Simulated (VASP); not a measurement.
The system is NiMoIrPdW.

```
CELL_PARAMETERS angstrom
-1.37004 1.37004 9.71647
1.37004 -1.37004 9.71647
1.37004 1.37004 -9.71647
ATOMIC_POSITIONS crystal
Ni 0.19862 0.19862 0.00000
Mo 0.60922 0.60922 0.00000
Pd 0.79310 0.79310 0.00000
Ir 0.39944 0.39944 0.00000
W 0.99565 0.99565 0.00000
```

Base run:

| Quantity | Value |
| --- | --- |
| Program | VASP 6.6.1 |
| Functional | PBEsol |
| Potentials or basis | VASP PAW PBE potentials, release 64 (Ni, Mo_sv, Pd, Ir, W_sv) |
| Cutoff | 520 eV |
| k mesh | 9 × 9 × 9 |
| Occupations | fermi-dirac, width 0.05 eV |
| Spin | collinear spin, ferromagnetic start |
| Starting moments | [1.0, 1.0, 0.0, 0.6, 0.0] μB |

Its results: pressure -8.6 GPa; net moment 0.00 μB per cell; largest force 0.203 eV/Å.

The run is repeated on the same cell with these changes: functional from PBEsol to r2SCAN; k mesh from 9 × 9 × 9 to 13 × 13 × 13. What comes out?

Pressure -4.2 GPa; net moment 0.00 μB per cell; largest force 0.154 eV/Å.

Several settings changed at once.

Caveats: the cell stands under tension; the moments typed at the start vanished in this run; the PAW data sets were made with another functional, which shifts forces and pressure a little.
